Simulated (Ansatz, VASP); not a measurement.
One calculation of H4C, two programs

File INCAR:

```
PREC = Accurate
ENCUT = 520
EDIFF = 1E-7
ISMEAR = -1
SIGMA = 0.05
LREAL = Auto
LASPH = T
NELM = 60
ALGO = Normal
ISIF = 2
LWAVE = F
LCHARG = F
GGA = PE
IVDW = 12
IBRION = 2
NSW = 35
EDIFFG = -0.3
```

KPOINTS

```
Automatic mesh
0
Gamma
  1 1 1
```

POSCAR

```
H4C
1.0
    7.9581140000      0.0000000000      0.0000000000
    0.0000000000      7.9581140000      0.0000000000
    0.0000000000      0.0000000000      7.9581140000
C H
8 32
Direct
    0.2997756000      0.6030821000      0.6698954000
    0.8385281000      0.1049906000      0.7843043000
    0.6730878000      0.7358283000      0.0393409000
    0.5088301000      0.4754108000      0.3209985000
    0.2104182000      0.8904332000      0.1015627000
    0.9037247000      0.6423626000      0.7945298000
    0.5260489000      0.2723839000      0.8445661000
    0.6823918000      0.1776653000      0.2466856000
    0.2039356000      0.5645123000      0.5800316000
    0.3902061000      0.5016243000      0.6865408000
    0.2407539000      0.6317877000      0.7900656000
    0.3642067000      0.7144041000      0.6229436000
    0.9099808000      0.1943775000      0.8594904000
    0.7677848000      0.0219875000      0.8670950000
    0.9244509000      0.0307424000      0.7077999000
    0.7518961000      0.1728551000      0.7028319000
    0.7893715000      0.8081231000      0.0392676000
    0.5713864000      0.8130173000      0.0888091000
    0.6884519000      0.6247510000      0.1179171000
    0.6431415000      0.6974217000     -0.0886301000
    0.5288381000      0.3727418000      0.4093569000
    0.4546040000      0.4261570000      0.2053178000
    0.6285835000      0.5357069000      0.2932144000
    0.4232950000      0.5670374000      0.3761051000
    0.1764616000      0.7781590000      0.0309235000
    0.3255591000      0.8670354000      0.1718730000
    0.1094439000      0.9219270000      0.1885155000
    0.2302080000      0.9946115000      0.0149388000
    0.8476995000      0.5174300000      0.7957323000
    0.9689856000      0.6642588000      0.9128937000
    0.8054120000      0.7363194000      0.7785554000
    0.9928017000      0.6514424000      0.6909379000
    0.6248158000      0.2551522000      0.9378216000
    0.4435422000      0.1631087000      0.8447426000
    0.5823526000      0.2868627000      0.7205956000
    0.4534848000      0.3844120000      0.8751047000
    0.7892811000      0.2582263000      0.2755479000
    0.6186175000      0.1431011000      0.3628174000
    0.7263170000      0.0645134000      0.1833163000
    0.5953515000      0.2448204000      0.1650606000
```

Input for Ansatz:

```yaml
accuracy: low
crystal:
  lattice:
    - [7.958114, 0.0, 0.0]
    - [0.0, 7.958114, 0.0]
    - [0.0, 0.0, 7.958114]
  atoms:
    - { symbol: C, position: [0.2997756, 0.6030821, 0.6698954] }
    - { symbol: H, position: [0.2039356, 0.5645123, 0.5800316] }
    - { symbol: H, position: [0.3902061, 0.5016243, 0.6865408] }
    - { symbol: H, position: [0.2407539, 0.6317877, 0.7900656] }
    - { symbol: H, position: [0.3642067, 0.7144041, 0.6229436] }
    - { symbol: C, position: [0.8385281, 0.1049906, 0.7843043] }
    - { symbol: H, position: [0.9099808, 0.1943775, 0.8594904] }
    - { symbol: H, position: [0.7677848, 0.0219875, 0.867095] }
    - { symbol: H, position: [0.9244509, 0.0307424, 0.7077999] }
    - { symbol: H, position: [0.7518961, 0.1728551, 0.7028319] }
    - { symbol: C, position: [0.6730878, 0.7358283, 0.0393409] }
    - { symbol: H, position: [0.7893715, 0.8081231, 0.0392676] }
    - { symbol: H, position: [0.5713864, 0.8130173, 0.0888091] }
    - { symbol: H, position: [0.6884519, 0.624751, 0.1179171] }
    - { symbol: H, position: [0.6431415, 0.6974217, -0.0886301] }
    - { symbol: C, position: [0.5088301, 0.4754108, 0.3209985] }
    - { symbol: H, position: [0.5288381, 0.3727418, 0.4093569] }
    - { symbol: H, position: [0.454604, 0.426157, 0.2053178] }
    - { symbol: H, position: [0.6285835, 0.5357069, 0.2932144] }
    - { symbol: H, position: [0.423295, 0.5670374, 0.3761051] }
    - { symbol: C, position: [0.2104182, 0.8904332, 0.1015627] }
    - { symbol: H, position: [0.1764616, 0.778159, 0.0309235] }
    - { symbol: H, position: [0.3255591, 0.8670354, 0.171873] }
    - { symbol: H, position: [0.1094439, 0.921927, 0.1885155] }
    - { symbol: H, position: [0.230208, 0.9946115, 0.0149388] }
    - { symbol: C, position: [0.9037247, 0.6423626, 0.7945298] }
    - { symbol: H, position: [0.8476995, 0.51743, 0.7957323] }
    - { symbol: H, position: [0.9689856, 0.6642588, 0.9128937] }
    - { symbol: H, position: [0.805412, 0.7363194, 0.7785554] }
    - { symbol: H, position: [0.9928017, 0.6514424, 0.6909379] }
    - { symbol: C, position: [0.5260489, 0.2723839, 0.8445661] }
    - { symbol: H, position: [0.6248158, 0.2551522, 0.9378216] }
    - { symbol: H, position: [0.4435422, 0.1631087, 0.8447426] }
    - { symbol: H, position: [0.5823526, 0.2868627, 0.7205956] }
    - { symbol: H, position: [0.4534848, 0.384412, 0.8751047] }
    - { symbol: C, position: [0.6823918, 0.1776653, 0.2466856] }
    - { symbol: H, position: [0.7892811, 0.2582263, 0.2755479] }
    - { symbol: H, position: [0.6186175, 0.1431011, 0.3628174] }
    - { symbol: H, position: [0.726317, 0.0645134, 0.1833163] }
    - { symbol: H, position: [0.5953515, 0.2448204, 0.1650606] }
basis:
  ecutwfc: 420.0
kpoints:
  mp_grid: { grid: [1, 1, 1] }
hamiltonian:
  xc: pbe
  dispersion: d3bj
scf:
  occupations: { method: fermi_dirac, width: 0.05 }
  lower_state_search: "off"
relax:
  f_tol: 0.3
  max_steps: 15
  adjacent_minimum: "off"
output:
  write_density: true
  write_potential: true
  elf: true
  volumetric_format: npy
```

Alike in both runs: task relaxation of the atoms; functional PBE; dispersion D3(BJ); k mesh 1 × 1 × 1; occupations fermi-dirac, width 0.05 eV; no spin polarisation.

```csv
,VASP,Ansatz
version,VASP 6.6.1,Ansatz 0.2.0
potentials or method,"VASP PAW PBE potentials, release 64 (C, H), cutoff 520 eV","scalar-relativistic, plane waves, PAW"
valence electrons in the cell,64,64
```

VASP gave:

| Quantity | Value |
| --- | --- |
| gap on the k mesh at the Fermi level, each at its own relaxed structure (eV) | 6.76 |

**Question.** Estimate Ansatz's values.

**Answer.** gap on the k mesh at the Fermi level, each at its own relaxed structure (eV): 7.28.

Ansatz's warnings: xc potential rough in thin density.
